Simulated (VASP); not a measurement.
Here is a VASP 6.6.1 calculation.

The input INCAR:

```
SYSTEM = ZnS
PREC = Accurate ; ENCUT = 500
EDIFF = 1E-6 ; ISMEAR = 0
SIGMA = 0.02 ; LREAL = .FALSE.
LASPH = .TRUE. ; NELM = 120
ALGO = Normal ; ISIF = 2
LWAVE = .FALSE. ; LCHARG = .FALSE.
GGA = PE ; NBANDS = 16
GGA_COMPAT = .FALSE.
```

The input KPOINTS:

```
regular mesh
0
G
  8 8 8
  0 0 0
```

The input POSCAR:

```
ZnS
1.0
    0.0000000000      2.6850000000      2.6850000000
    2.6850000000      0.0000000000      2.6850000000
    2.6850000000      2.6850000000      0.0000000000
Zn S
1 1
Direct
    0.0000000000      0.0000000000      0.0000000000
    0.2500000000      0.2500000000      0.2500000000
```

Potentials or basis: VASP PAW PBE potentials, release 64 (Zn, S).

The run is started by

```sh
$ cat potpaw_PBE.64/Zn/POTCAR potpaw_PBE.64/S/POTCAR > POTCAR
$ mpirun -np 1 vasp_std > vasp.out
```

**Question.** Estimate the band gap on the k mesh.

**Answer.** 2.20 eV.

**Question.** Estimate the pressure.

**Answer.** 3.3 GPa.

Caveat: the cell stands under pressure.
